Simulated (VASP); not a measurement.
# SiNi (Pmmn) in VASP: single point with PBE

Aim: the single point of SiNi with PBE.

Everything below comes from runs of VASP 6.6.1. Logs are shortened: lines on timing, memory, paths and dates and some standing lists are left out, and cuts for length are marked.

### Step 1. The cell of the first run

The structure is orthorhombic, space group Pmmn (No. 59). Conventional cell: a = 3.066 Å, b = 3.317 Å, c = 4.760 Å, α = 90.00°, β = 90.00°, γ = 90.00°. Within 3.1 Å of Si (site symmetry mm2) lie 6 Ni at 2.37 to 2.43 Å and 6 Si at 2.71 to 3.07 Å. Ni (site symmetry mm2) has 6 Si at 2.37 to 2.43 Å and 6 Ni at 2.70 to 3.07 Å within 3.1 Å.

### Step 2. Single point, PBE, collinear spin, ferromagnetic start (12.10 Å³/atom)

INCAR

```
SYSTEM = SiNi
PREC = Accurate
ENCUT = 520
EDIFF = 1E-6
ISMEAR = -1
SIGMA = 0.05
LREAL = .FALSE.
LASPH = .TRUE.
NELM = 150
ALGO = Normal
ISIF = 2
LWAVE = .FALSE.
LCHARG = .FALSE.
ISPIN = 2
MAGMOM = 0 0 1.5 1.5
LORBIT = 11
LMAXMIX = 4
GGA = PE
NBANDS = 26
```

KPOINTS

```
regular mesh
0
G
  11 10 7
  0 0 0
```

POSCAR

```
SiNi
1.0
    3.0664485148      0.0000000000      0.0000000000
    0.0000000000      3.3165773084      0.0000000000
    0.0000000000      0.0000000000      4.7595797209
Si Ni
2 2
Direct
    0.5000000000      0.5000000000      0.8423000000
    0.0000000000      0.0000000000      0.1577000000
    0.5000000000      0.5000000000      0.3442200000
    0.0000000000      0.0000000000      0.6557800000
```

Potentials or basis: VASP PAW PBE potentials, release 64 (Si, Ni).

Command:

```console
$ cat potpaw_PBE.64/Si/POTCAR potpaw_PBE.64/Ni/POTCAR > POTCAR
$ mpirun -np 1 vasp_std > vasp.out
```

OUTCAR:

```text
SYSTEM = SiNi
   PREC = Accurate
   ENCUT = 520
   EDIFF = 1E-6
   ISMEAR = -1
   LREAL = .FALSE.
   LASPH = .TRUE.
   NELM = 150
   ISIF = 2
   ISPIN = 2
   LORBIT = 11
   GGA = PE

 ion  position               nearest neighbor table
   1  0.500  0.500  0.842-   3 2.37   3 2.39   4 2.43   4 2.43   4 2.43   4 2.43   2 2.71   2 2.71
                             2 2.71   2 2.71
   2  0.000  0.000  0.158-   4 2.37   4 2.39   3 2.43   3 2.43   3 2.43   3 2.43   1 2.71   1 2.71
                             1 2.71   1 2.71
   3  0.500  0.500  0.344-   1 2.37   1 2.39   2 2.43   2 2.43   2 2.43   2 2.43   4 2.70   4 2.70
                             4 2.70   4 2.70
   4  0.000  0.000  0.656-   2 2.37   2 2.39   1 2.43   1 2.43   1 2.43   1 2.43   3 2.70   3 2.70
                             3 2.70   3 2.70

  LATTYP: Found a simple orthorhombic cell.
 ALAT       =     3.0664485148
 B/A-ratio  =     1.0815695396
 C/A-ratio  =     1.5521472798

  Lattice vectors:

 A1 = (   3.0664485148,   0.0000000000,   0.0000000000)
 A2 = (   0.0000000000,   3.3165773084,   0.0000000000)
 A3 = (   0.0000000000,   0.0000000000,   4.7595797209)

Analysis of symmetry for initial positions (statically):
=====================================================================
 Subroutine PRICEL returns:
 Original cell was already a primitive cell.

 Routine SETGRP: Setting up the symmetry group for a
 simple orthorhombic supercell.

 Subroutine GETGRP returns: Found  8 space group operations
 (whereof  4 operations were pure point group operations)
 out of a pool of  8 trial point group operations.

The static configuration has the point symmetry C_2v.
 The point group associated with its full space group is D_2h.

Analysis of symmetry for dynamics (positions and initial velocities):
=====================================================================
 Subroutine PRICEL returns:
 Original cell was already a primitive cell.

 Routine SETGRP: Setting up the symmetry group for a
 simple orthorhombic supercell.

 Subroutine GETGRP returns: Found  8 space group operations
 (whereof  4 operations were pure point group operations)
 out of a pool of  8 trial point group operations.

The dynamic configuration has the point symmetry C_2v.
 The point group associated with its full space group is D_2h.

Analysis of structural, dynamic, and magnetic symmetry:
=====================================================================
 Subroutine PRICEL returns:
 Original cell was already a primitive cell.

 Routine SETGRP: Setting up the symmetry group for a
 simple orthorhombic supercell.

 Subroutine GETGRP returns: Found  8 space group operations
 (whereof  4 operations were pure point group operations)
[... 138 lines left out ...]
 spin polarized calculation
  energy-cutoff  :      520.00
  volume of cell :       48.41
 maximum number of plane-waves:      1317
 NGX is ok and might be reduce to    24
   NGX = 11   NGY = 13   NGZ = 17

 number of electron      28.0000008 magnetization      -0.0000075

 number of electron      28.0000008 magnetization       0.0000603

 Free energy of the ion-electron system (eV)
  ---------------------------------------------------
  ext. energy  EPLUGINS =         0.00000000
  ---------------------------------------------------
  free energy    TOTEN  =       -23.57927203 eV

  energy without entropy =      -23.56748450  energy(sigma->0) =      -23.57337827

 E-fermi :  10.6435     XC(G=0): -12.2627

 val. band max:       10.6416449445   @ k =   0.1818   0.1000   0.2857
 cond. band min:      10.6486498887   @ k =   0.2727   0.1000   0.4286
 fundamental gap:      0.0070049442
 Fermi energy:        10.6434594297

 spin component 1

 k-point     1 :       0.0000    0.0000    0.0000
  band No.  band energies     occupation
      1      -2.7871      1.00000
      2       2.7978      1.00000
      3       4.4908      1.00000
      4       6.8064      1.00000
      5       7.3389      1.00000
      6       7.8687      1.00000
[... 685 lines left out ...]
     25      26.1429      0.00000
     26      26.7550      0.00000

 [... further k-points ...]

 spin component 2

 k-point     1 :       0.0000    0.0000    0.0000
  band No.  band energies     occupation
      1      -2.7871      1.00000
      2       2.7978      1.00000
      3       4.4908      1.00000
      4       6.8064      1.00000
      5       7.3389      1.00000
      6       7.8687      1.00000
[... 685 lines left out ...]
     25      26.1429      0.00000
     26      26.7550      0.00000

 [... further k-points ...]

------------------------ aborting loop because EDIFF is reached ----------------------------------------

  FORCE on cell =-STRESS in cart. coord.  units (eV):
  Direction    XX          YY          ZZ          XY          YZ          ZX
  --------------------------------------------------------------------------------------
  -------------------------------------------------------------------------------------
  Total       -1.4698224     -1.6654143     -1.8381228      0.0000000      0.0000000      0.0000000
  in kB      -48.6497982    -55.1237131    -60.8402077      0.0000000      0.0000000      0.0000000
  external PRESSURE =     -54.8712397 kB  Pullay stress =       0.0000000 kB

 VOLUME and BASIS-vectors are now :
 -----------------------------------------------------------------------------
  energy-cutoff  :      520.00
  volume of cell :       48.41
      direct lattice vectors                 reciprocal lattice vectors
     3.066448515  0.000000000  0.000000000     0.326110155  0.000000000  0.000000000
     0.000000000  3.316577308  0.000000000     0.000000000  0.301515661  0.000000000
     0.000000000  0.000000000  4.759579721     0.000000000  0.000000000  0.210102584

 POSITION                                       TOTAL-FORCE (eV/Angst)
 -----------------------------------------------------------------------------------
      1.53322      1.65829      4.00899         0.000000      0.000000      0.015792
      0.00000      0.00000      0.75059         0.000000      0.000000     -0.015792
      1.53322      1.65829      1.63834         0.000000      0.000000     -0.205324
      0.00000      0.00000      3.12124         0.000000      0.000000      0.205324
 -----------------------------------------------------------------------------------
    total drift:                                0.000000      0.000000      0.000000

  FREE ENERGIE OF THE ION-ELECTRON SYSTEM (eV)
  ---------------------------------------------------
  free  energy   TOTEN  =       -23.5792720280 eV

  energy  without entropy=      -23.5674845044  energy(sigma->0) =      -23.57337827

 total charge

# of ion       s       p       d       tot
------------------------------------------
    1        0.751   0.827   0.000   1.578
    2        0.751   0.827   0.000   1.578
    3        0.456   0.556   8.439   9.451
    4        0.456   0.556   8.439   9.451
--------------------------------------------------
tot          2.415   2.767  16.878  22.060

 magnetization (x)

# of ion       s       p       d       tot
------------------------------------------
    1       -0.000   0.000   0.000  -0.000
    2       -0.000   0.000   0.000  -0.000
    3       -0.000  -0.000  -0.000  -0.000
    4       -0.000  -0.000  -0.000  -0.000
--------------------------------------------------
tot         -0.000   0.000  -0.000  -0.000
```

It took 3.8 min on 1 thread of Oxide Virtual Turin-like, shared host; peak memory 0.33 GiB.

What came out:

```yaml
Free_energy: -23.5793 eV
Pressure: -5.5 GPa
Largest_force: 0.205 eV/Å
Band_gap_on_the_k_mesh: zero (filled and empty bands overlap)
Net_moment: 0.00 μB per cell
Valence_electrons_inside_the_program's_atomic_spheres: Si 1.58; Ni 9.45
```

Forces in eV/Å, atoms in the order of the input:
```
Si   0.000  0.000  0.016
Si   0.000  0.000 -0.016
Ni   0.000  0.000 -0.205
Ni   0.000  0.000  0.205
```

Stress tensor (GPa, compression positive):
```
-4.86  0.00  0.00
 0.00 -5.51  0.00
 0.00  0.00 -6.08
```

Levels at points of the mesh, in eV from the Fermi level:
Spin up:
```
           k point  band 12  band 13  band 14  band 15  band 16  band 17
(0.00, 0.00, 0.00)    -1.81    -1.80    -0.98     0.78     2.78     5.05
(0.00, 0.50, 0.00)    -2.06    -1.91    -1.91     1.19     1.19     4.46
```
Spin down:
| k point | band 10 | band 11 | band 12 | band 13 | band 14 | band 15 | band 16 | band 17 | band 18 | band 19 |
| --- | --- | --- | --- | --- | --- | --- | --- | --- | --- | --- |
| (0.00, 0.00, 0.00) | -2.40 | -2.15 | -1.81 | -1.80 | -0.98 | 0.78 | 2.78 | 5.06 | 5.19 | 6.57 |
| (0.00, 0.50, 0.00) | -2.45 | -2.06 | -2.06 | -1.91 | -1.91 | 1.19 | 1.19 | 4.46 | 4.46 | 7.32 |

Caveat: the cell stands under tension; the moments typed at the start vanished in this run.
